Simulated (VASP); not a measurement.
# Ti (P6_3/mmc) in VASP: further runs

The runs below take Ti through single point, relaxation of cell and atoms, with LDA.

Everything below comes from runs of VASP 6.6.1. Logs are shortened: lines on timing, memory, paths and dates and some standing lists are left out, and cuts for length are marked.

## Step 1: The cell of the first run

It takes space group P6_3/mmc (No. 194, hexagonal). Conventional cell: a = 2.860 Å, b = 2.860 Å, c = 4.543 Å, α = 90.00°, β = 90.00°, γ = 120.00°. Within 3.7 Å of Ti (site symmetry -6m2) lie 12 Ti at 2.81 to 2.86 Å.

## Step 2: Single point, LDA

INCAR

```
SYSTEM = Ti
PREC     = Accurate       ! precision mode
ENCUT    = 520            ! plane-wave cutoff, eV
EDIFF    = 1E-7           ! SCF threshold, eV
ISMEAR   = 1              ! smearing method
SIGMA    = 0.1            ! smearing width, eV
LREAL    = .False.        ! projectors in reciprocal space
LASPH    = .True.         ! aspherical terms in the spheres
NELM     = 80             ! most SCF steps
ALGO     = Normal         ! electronic algorithm
ISIF     = 2              ! what is computed and relaxed
LWAVE    = .False.        ! write WAVECAR
LCHARG   = .False.        ! write CHGCAR
GGA      = CA             ! functional
NBANDS   = 19             ! bands
```

KPOINTS

```
Automatic mesh
0
Gamma
  9 9 5
  0 0 0
```

POSCAR

```
Ti
1.0
    2.8602843183      0.0000000000      0.0000000000
   -1.4301421592      2.4770788817      0.0000000000
    0.0000000000      0.0000000000      4.5433756695
Ti
2
Direct
    0.3333333333      0.6666666667      0.2500000000
    0.6666666667      0.3333333333      0.7500000000
```

Potentials or basis: VASP PAW LDA potentials, release 64 (Ti_sv).

The run is started by

```bash
> cat potpaw_LDA.64/Ti_sv/POTCAR > POTCAR
> mpirun -np 1 vasp_std > vasp.out
```

OUTCAR:

```text
SYSTEM = Ti
   PREC = Accurate
   ENCUT = 520
   EDIFF = 1E-7
   ISMEAR = 1
   LREAL = .False.
   LASPH = .True.
   NELM = 80
   ISIF = 2
   GGA = CA

 ion  position               nearest neighbor table
   1  0.333  0.667  0.250-   2 2.81   2 2.81   2 2.81   2 2.81   2 2.81   2 2.81
   2  0.667  0.333  0.750-   1 2.81   1 2.81   1 2.81   1 2.81   1 2.81   1 2.81

  LATTYP: Found a hexagonal cell.
 ALAT       =     2.8602843183
 C/A-ratio  =     1.5884349819

  Lattice vectors:

 A1 = (   2.8602843183,   0.0000000000,   0.0000000000)
 A2 = (  -1.4301421592,   2.4770788817,   0.0000000000)
 A3 = (   0.0000000000,   0.0000000000,   4.5433756695)

Analysis of symmetry for initial positions (statically):
=====================================================================
 Subroutine PRICEL returns:
 Original cell was already a primitive cell.

 Routine SETGRP: Setting up the symmetry group for a
 hexagonal supercell.

 Subroutine GETGRP returns: Found 24 space group operations
 (whereof 12 operations were pure point group operations)
 out of a pool of 24 trial point group operations.

The static configuration has the point symmetry D_3d.
 The point group associated with its full space group is D_6h.

Analysis of symmetry for dynamics (positions and initial velocities):
=====================================================================
 Subroutine PRICEL returns:
 Original cell was already a primitive cell.

 Routine SETGRP: Setting up the symmetry group for a
 hexagonal supercell.

 Subroutine GETGRP returns: Found 24 space group operations
 (whereof 12 operations were pure point group operations)
 out of a pool of 24 trial point group operations.

The dynamic configuration has the point symmetry D_3d.
 The point group associated with its full space group is D_6h.

 Subroutine INISYM returns: Found 24 space group operations
 (whereof 12 operations are pure point group operations),
 and found     1 'primitive' translations

----------------------------------------------------------------------------------------

                                     Primitive cell

  volume of cell :      32.1905

  direct lattice vectors                    reciprocal lattice vectors
     2.860284318  0.000000000  0.000000000     0.349615594  0.201850657  0.000000000
    -1.430142159  2.477078882  0.000000000     0.000000000  0.403701314  0.000000000
[... 75 lines left out ...]
 SYSTEM =  Ti
   PREC   = accura    normal or accurate (medium, high low for compatibility)
   ISTART =      0    job   : 0-new  1-cont  2-samecut
   ICHARG =      2    charge: 1-file 2-atom 10-const
   ISPIN  =      1    spin polarized calculation?
   LNONCOLLINEAR =      F non collinear calculations
   LSORBIT =      F    spin-orbit coupling
   LASPH  =      T    aspherical Exc in radial PAW
   ENCUT  =  520.0 eV  38.22 Ry    6.18 a.u.   5.32  5.32  8.45*2*pi/ulx,y,z
   NELM   =     80;   NELMIN=  2; NELMDL= -5     # of ELM steps
   EDIFF  = 0.1E-06   stopping-criterion for ELM
   LREAL  =      F    real-space projection
   EDIFFG = 0.1E-05   stopping-criterion for IOM
   NSW    =      0    number of steps for IOM
   IBRION =     -1    ionic relax: 0-MD 1-quasi-New 2-CG
   NFREE  =      0    steps in history (QN), initial steepest desc. (CG)
   ISIF   =      2    stress and relaxation
   ISYM   =      2    0-nonsym 1-usesym 2-fastsym
   POTIM  = 0.5000    time-step for ionic-motion
   TEBEG  =    0.0;   TEEND  =   0.0 temperature during run
   PSTRESS=    0.0 pullay stress
   NELECT =      24.0000    total number of electrons
   NUPDOWN=      -1.0000    fix difference up-down
   EMIN   =  10.00;   EMAX   =-10.00  energy-range for DOS
   EFERMI =   0.00;   METHOD = LEGACY
   ISMEAR =     1;   SIGMA  =   0.10  broadening in eV -4-tet -1-fermi 0-gaus
   EFERMI_NEDOS =   21; number of points for ismear=-14 and -15
   IALGO  =     38    algorithm
   IMIX   =      4    mixing-type and parameters
     AMIX     =   0.40;   BMIX     =  1.00
     AMIX_MAG =   1.60;   BMIX_MAG =  1.00
  volume/ion in A,a.u.               =      16.10       108.62
  Fermi-wavevector in a.u.,A,eV,Ry     =   1.484463  2.805228 29.982208  2.203630
  Thomas-Fermi vector in A             =   2.597997
   LORBIT       =      0    0 simple, 1 ext, 2 COOP (PROOUT), +10 PAW based schemes
   GGA     = CA    functional components
   LHFCALC =     F    Hartree Fock is set to
   AEXX    =    0.0000 exact exchange contribution
   IVDW    =     0    specifies the selected vdW correction
   LEPSILON=     F    determine dielectric tensor
   LRPA    =     F    only Hartree local field effects (RPA)
 non-spin polarized calculation
 Methfessel and Paxton  Order N= 1 SIGMA  =   0.10
  energy-cutoff  :      520.00
  volume of cell :       32.19
 maximum number of plane-waves:       881
 NGX is ok and might be reduce to    24
   NGX = 11   NGY = 11   NGZ = 17

 number of electron      24.0000005 magnetization

 Free energy of the ion-electron system (eV)
  ---------------------------------------------------
  ext. energy  EPLUGINS =         0.00000000
  ---------------------------------------------------
  free energy    TOTEN  =       -17.10373758 eV

  energy without entropy =      -17.10341382  energy(sigma->0) =      -17.10362966

 E-fermi :   8.9737     XC(G=0): -12.1539

 val. band max:        8.9281770184   @ k =   0.0000   0.0000   0.4000
 cond. band min:       8.9895850506   @ k =   0.2222   0.2222   0.4000
 fundamental gap:      0.0614080322
 Fermi energy:         8.9736568298

 k-point     1 :       0.0000    0.0000    0.0000
  band No.  band energies     occupation
      1     -47.1286      2.00000
      2     -46.9344      2.00000
      3     -24.2043      2.00000
      4     -23.3657      2.00000
      5     -23.3657      2.00000
      6     -23.2770      2.00000
[... 505 lines left out ...]
      6     -23.6071      2.00000
[... 11 lines left out ...]
     18      12.3158      0.00000
     19      16.0592      0.00000

 [... further k-points ...]
[... 5 lines left out ...]
  --------------------------------------------------------------------------------------
  -------------------------------------------------------------------------------------
  Total       -0.0525421     -0.0525421     -0.0196307      0.0000000     -0.0000000      0.0000000
  in kB       -2.6151146     -2.6151146     -0.9770536      0.0000000     -0.0000000      0.0000000
  external PRESSURE =      -2.0690942 kB  Pullay stress =       0.0000000 kB

 VOLUME and BASIS-vectors are now :
 -----------------------------------------------------------------------------
  energy-cutoff  :      520.00
  volume of cell :       32.19
      direct lattice vectors                 reciprocal lattice vectors
     2.860284318  0.000000000  0.000000000     0.349615594  0.201850657  0.000000000
    -1.430142159  2.477078882  0.000000000     0.000000000  0.403701314  0.000000000
     0.000000000  0.000000000  4.543375669     0.000000000  0.000000000  0.220100664

 POSITION                                       TOTAL-FORCE (eV/Angst)
 -----------------------------------------------------------------------------------
     -0.00000      1.65139      1.13584        -0.000000      0.000000      0.000000
      1.43014      0.82569      3.40753         0.000000     -0.000000      0.000000
 -----------------------------------------------------------------------------------
    total drift:                               -0.000000      0.000000     -0.000000

  FREE ENERGIE OF THE ION-ELECTRON SYSTEM (eV)
  ---------------------------------------------------
  free  energy   TOTEN  =       -17.1037375787 eV

  energy  without entropy=      -17.1034138208  energy(sigma->0) =      -17.10362966
```

OSZICAR:

```text
N       E                     dE             d eps       ncg     rms          rms(c)
DAV:   1     0.261209377770E+03    0.26121E+03   -0.13050E+04  1368   0.159E+03
DAV:   2     0.108351066046E+02   -0.25037E+03   -0.24625E+03  1421   0.442E+02
DAV:   3    -0.179112417340E+02   -0.28746E+02   -0.28421E+02  2561   0.123E+02
DAV:   4    -0.189743694659E+02   -0.10631E+01   -0.10619E+01  1548   0.246E+01
DAV:   5    -0.190180865769E+02   -0.43717E-01   -0.43715E-01  1976   0.366E+00    0.125E+01
DAV:   6    -0.171068419996E+02    0.19112E+01   -0.66832E+00  1620   0.260E+01    0.331E+00
DAV:   7    -0.170847472513E+02    0.22095E-01   -0.70356E-01  1993   0.587E+00    0.206E+00
DAV:   8    -0.171115422477E+02   -0.26795E-01   -0.22084E-01  1481   0.562E+00    0.779E-01
DAV:   9    -0.171031135530E+02    0.84287E-02   -0.44056E-02  1491   0.235E+00    0.855E-02
DAV:  10    -0.171037399108E+02   -0.62636E-03   -0.39420E-03  1953   0.349E-01    0.857E-02
DAV:  11    -0.171037532977E+02   -0.13387E-04   -0.11755E-04  1734   0.851E-02    0.493E-02
DAV:  12    -0.171037375811E+02    0.15717E-04   -0.68845E-05  1576   0.785E-02    0.277E-03
DAV:  13    -0.171037372195E+02    0.36154E-06   -0.18954E-06  1721   0.146E-02    0.493E-03
DAV:  14    -0.171037375422E+02   -0.32269E-06   -0.43763E-07  1350   0.593E-03    0.574E-04
DAV:  15    -0.171037375787E+02   -0.36474E-07   -0.50440E-08   741   0.171E-03
   1 F= -.17103738E+02 E0= -.17103630E+02  d E =-.323758E-03
```

Wall time 16 s (1 thread of Intel Xeon Platinum 8488C (Sapphire Rapids), shared host); peak memory 0.14 GiB.

Results:

- Free energy: -17.1037 eV
- Pressure: -0.2 GPa
- Band gap on the k mesh: zero (band 12 reaches 9.71 eV, above the bottom of band 13 at 8.63 eV)

Stress tensor (GPa, compression positive):
```
-0.26  0.00  0.00
 0.00 -0.26  0.00
 0.00  0.00 -0.10
```

## Step 3: Relaxation of cell and atoms, LDA

This run uses another cell than the first one, of 17.64 Å³/atom, 1.096 times its volume.

INCAR

```
PREC = Accurate
ENCUT = 600
EDIFF = 1E-7
ISMEAR = 1
SIGMA = 0.1
LREAL = False
LASPH = True
NELM = 100
ALGO = Normal
ISIF = 3
LWAVE = False
LCHARG = False
IBRION = 2
NSW = 60
EDIFFG = -0.02
```

KPOINTS

```
regular mesh
0
Gamma
  9 9 5
```

POSCAR

```
Ti
1.0
    2.9500000000      0.0000000000      0.0000000000
   -1.4750000000      2.5547749400      0.0000000000
    0.0000000000      0.0000000000      4.6800000000
Ti
2
Direct
    0.3333333327      0.6666666654      0.2500000000
    0.6666666673      0.3333333346      0.7500000000
```

Potentials or basis: VASP PAW LDA potentials, release 64 (Ti_sv).

The run is started by

```bash
> cat potpaw_LDA.64/Ti_sv/POTCAR > POTCAR
> mpirun -np 1 vasp_std > vasp.out
```

OUTCAR:

```text
PREC = Accurate
   ENCUT = 600
   EDIFF = 1E-7
   ISMEAR = 1
   LREAL = False
   LASPH = True
   NELM = 100
   ISIF = 3
   IBRION = 2
   NSW = 60
   EDIFFG = -0.02

 ion  position               nearest neighbor table
   1  0.333  0.667  0.250-   2 2.89   2 2.89   2 2.89   2 2.89   2 2.89   2 2.89
   2  0.667  0.333  0.750-   1 2.89   1 2.89   1 2.89   1 2.89   1 2.89   1 2.89

  LATTYP: Found a hexagonal cell.
 ALAT       =     2.9500000000
 C/A-ratio  =     1.5864406780

  Lattice vectors:

 A1 = (   2.9500000000,   0.0000000000,   0.0000000000)
 A2 = (  -1.4750000000,   2.5547749400,   0.0000000000)
 A3 = (   0.0000000000,   0.0000000000,   4.6800000000)

Analysis of symmetry for initial positions (statically):
[... 361 lines left out ...]
  ext. energy  EPLUGINS =         0.00000000
  ---------------------------------------------------
  free energy    TOTEN  =       -17.10420095 eV

  energy without entropy =      -17.10390968  energy(sigma->0) =      -17.10410386

 E-fermi :   9.0054     XC(G=0): -12.1682

 val. band max:        8.9576997580   @ k =   0.0000   0.0000   0.4000
 cond. band min:       9.0214181186   @ k =   0.2222   0.2222   0.4000
 fundamental gap:      0.0637183605
 Fermi energy:         9.0054080194

 k-point     1 :       0.0000    0.0000    0.0000
  band No.  band energies     occupation
      1     -47.0915      2.00000
      2     -46.8957      2.00000
      3     -24.1704      2.00000
      4     -23.3247      2.00000
      5     -23.3247      2.00000
      6     -23.2364      2.00000
[... 433 lines left out ...]
      3     -23.8188      2.00000
      4     -23.8188      2.00000
      5     -23.8152      2.00000
      6     -23.5704      2.00000
[... 8 lines left out ...]
     15      10.5162     -0.00000
     16      11.9449      0.00000

 [... further k-points ...]
[... 5 lines left out ...]
  --------------------------------------------------------------------------------------
  -------------------------------------------------------------------------------------
  Total        0.0255412      0.0255412      0.0378479      0.0000000     -0.0000000      0.0000000
  in kB        1.2749528      1.2749528      1.8892697      0.0000000     -0.0000000      0.0000000
  external PRESSURE =       1.4797251 kB  Pullay stress =       0.0000000 kB
[... 17 lines left out ...]
  FREE ENERGIE OF THE ION-ELECTRON SYSTEM (eV)
  ---------------------------------------------------
  free  energy   TOTEN  =       -17.1042009485 eV

  energy  without entropy=      -17.1039096850  energy(sigma->0) =      -17.10410386

 reached required accuracy - stopping structural energy minimisation
```

It took 81 s on 1 thread of Intel Xeon Platinum 8488C (Sapphire Rapids), shared host; peak memory 0.16 GiB.

Results:

- Free energy: -17.1042 eV
- Relaxed volume: 16.05 Å³/atom
- Relaxed cell: a = 2.857 Å, b = 2.857 Å, c = 4.542 Å, α = 90.00°, β = 90.00°, γ = 120.00°
- Space group after relaxing (to 0.05 Å): P6_3/mmc (No. 194)
- Energy gained by relaxing: 52.5 meV/atom
- Ionic steps: 6
- Pressure after relaxing: 0.1 GPa
- Band gap on the k mesh: zero (band 12 reaches 9.74 eV, above the bottom of band 13 at 8.66 eV)

Step by step:
| step | energy change (eV) | largest force (eV/Å) | pressure (GPa) | volume (Å³) |
| --- | --- | --- | --- | --- |
| 1 | 0.0000 | 0.0000 | -9.99 | 35.27 |
| 2 | -0.0384 | 0.0000 | 10.18 | 29.95 |
| 3 | -0.1048 | 0.0000 | -0.12 | 32.17 |
| 4 | -0.1048 | 0.0000 | 0.12 | 32.11 |
| 5 | -0.1050 | 0.0000 | 0.15 | 32.10 |
| 6 | -0.1050 | 0.0000 | 0.15 | 32.10 |

Final structure:
```
CELL_PARAMETERS angstrom
2.85659 0.00000 0.00000
-1.42830 2.47388 0.00000
0.00000 0.00000 4.54183
ATOMIC_POSITIONS crystal
Ti 0.33333 0.66667 0.25000
Ti 0.66667 0.33333 0.75000
```

Levels at points of the mesh, in eV from the Fermi level:
```tsv
k point	band 9	band 10	band 11	band 12	band 13	band 14	band 15	band 16
(0.00, 0.00, 0.00)	-6.35	-2.93	0.74	0.74	0.84	1.03	1.29	1.29
```

LDA usually gives volumes a few per cent too small. Zero-point motion and thermal expansion aren't in these numbers.
